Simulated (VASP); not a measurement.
LiF:

```
Li F
1.0
     3.28008    0.00000    0.00000
    -1.64004    2.84063    0.00000
     0.00000    0.00000    3.99960
Li F
2 2
Cartesian
  0.0000 1.8938 0.9999
  1.6400 0.9469 2.9997
  1.6400 0.9469 0.9999
  0.0000 1.8938 2.9997
```

Program: VASP 6.6.1. Alike in all runs: task single point; no spin polarisation; cell as given; k mesh 6 × 6 × 4; cutoff (eV) 520; smearing gaussian 0.01 eV.

Problem. Order these runs on this cell by their band gap on the k mesh, lowest first.
A. level r2SCAN; potentials or basis VASP PAW PBE potentials, release 64 (Li_sv, F)
B. level PBE; potentials or basis VASP PAW PBE potentials, release 64 (Li_sv, F)
C. level LDA; potentials or basis VASP PAW LDA potentials, release 64 (Li_sv, F)

Solution. C (7.50 eV), B (7.82 eV), A (8.64 eV).
